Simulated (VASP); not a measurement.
A run of VASP 6.6.1 is set up as follows.

POSCAR

```
GaN
1.0
    2.9806400000      0.0000000000      0.0000000000
   -1.4903200000      2.5813100000      0.0000000000
    0.0000000000      0.0000000000      2.6833700000
Ga N
1 1
Direct
    0.6666700000      0.3333300000      0.5000000000
    0.0000000000      0.0000000000      0.0000000000
```

File INCAR.step1:

```
SYSTEM = GaN
  PREC = Accurate
  ENCUT = 520
  EDIFF = 1E-5
  ISMEAR = -1
  SIGMA = 0.05
  LREAL = .False.
  LASPH = .True.
  NELM = 60
  ALGO = Normal
  ISIF = 2
  LWAVE = .True.
  LCHARG = .False.
  NBANDS = 16
  GGA = PE
```

The input INCAR.step2:

```
SYSTEM = GaN
  PREC = Accurate
  ENCUT = 520
  EDIFF = 1E-7
  ISMEAR = -1
  SIGMA = 0.05
  LREAL = .False.
  LASPH = .True.
  NELM = 60
  ALGO = Normal
  ISIF = 2
  LWAVE = .False.
  LCHARG = .False.
  GGA = PS
  LHFCALC = .True.
  AEXX = 0.25
  HFSCREEN = 0.207
  PRECFOCK = Normal
  NBANDS = 16
  ISTART = 1
```

File KPOINTS:

```
regular mesh
0
Gamma
  5 5 5
  0 0 0
```

Potentials or basis: VASP PAW PBE potentials, release 64 (Ga_d, N).

The run is started by

```sh
$ cat potpaw_PBE.64/Ga_d/POTCAR potpaw_PBE.64/N/POTCAR > POTCAR
$ cp INCAR.step1 INCAR
$ mpirun -np 1 vasp_std > vasp.out
$ cp INCAR.step2 INCAR
$ mpirun -np 1 vasp_std > vasp.out
```

(1) Estimate the pressure.

(2) What does it give for the band gap on the k mesh?

Results:

(1) -14.2 GPa.

(2) 0.31 eV (least direct gap 1.67 eV).

Caveat: the k points lie up to 0.49 Å⁻¹ apart; the PAW data sets were made with another functional, which shifts forces and pressure a little.
